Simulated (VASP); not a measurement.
Runs of VASP 6.6.1 on CaSn3Se4. The structure is that of space group Pm-3m (No. 221), or close to it. The cells are those of the table. 

```tsv
cell	gap on the mesh (eV)	pressure (GPa)
a = 5.943 Å, 8 atoms	none	1.7
a = 6.063 Å, 8 atoms	none	-1.4
a = 6.122 Å, 8 atoms	none	(a)
a = 6.004 Å, 8 atoms	none	0.0
```

Alike in all rows: task single point; level r2SCAN; potentials or basis VASP PAW PBE potentials, release 64 (Sn_d, Se, Ca_sv); no spin polarisation; k mesh 4 × 4 × 4; cutoff (eV) 520; smearing fermi-dirac 0.02 eV.

Task: Fill in the values left out.

Result: (a) -2.5.

Caveats: semilocal functionals underestimate gaps, and a narrow one can read as zero; the PAW data sets were made with another functional, which shifts forces and pressure a little; spin-orbit coupling is left out, which moves the levels of the heavy elements.

A k mesh can miss the band edges, and the runs leave out spin-orbit coupling on Se, Sn.

A gap of «none» marks levels without a gap at the run's occupations.
